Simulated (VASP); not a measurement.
Runs of VASP 6.6.1 on AlP. It takes space group F-43m (No. 216, cubic). The conventional cell has a = 5.451 Å, b = 5.451 Å, c = 5.451 Å, α = 90.00°, β = 90.00°, γ = 90.00°. Al (site symmetry -43m) has 4 P at 2.36 Å within 3.1 Å. P (site symmetry -43m) has 4 Al at 2.36 Å within 3.1 Å. 

```tsv
k mesh	gap on the mesh (eV)	pressure (GPa)
6 × 6 × 6	1.57	(b)
8 × 8 × 8	1.57	2.6
10 × 10 × 10	1.57	2.6
2 × 2 × 2	1.37	(a)
4 × 4 × 4	1.54	3.1
```

Alike in all rows: task single point; level PBE; potentials or basis VASP PAW PBE potentials, release 64 (Al, P); no spin polarisation; cell as given; cutoff (eV) 500; smearing gaussian 0.01 eV.

Problem. Fill in the values left out.

Solution. (a) 8.8; (b) 2.7.

Caveats: some runs use coarse meshes.

A k mesh can miss the band edges.
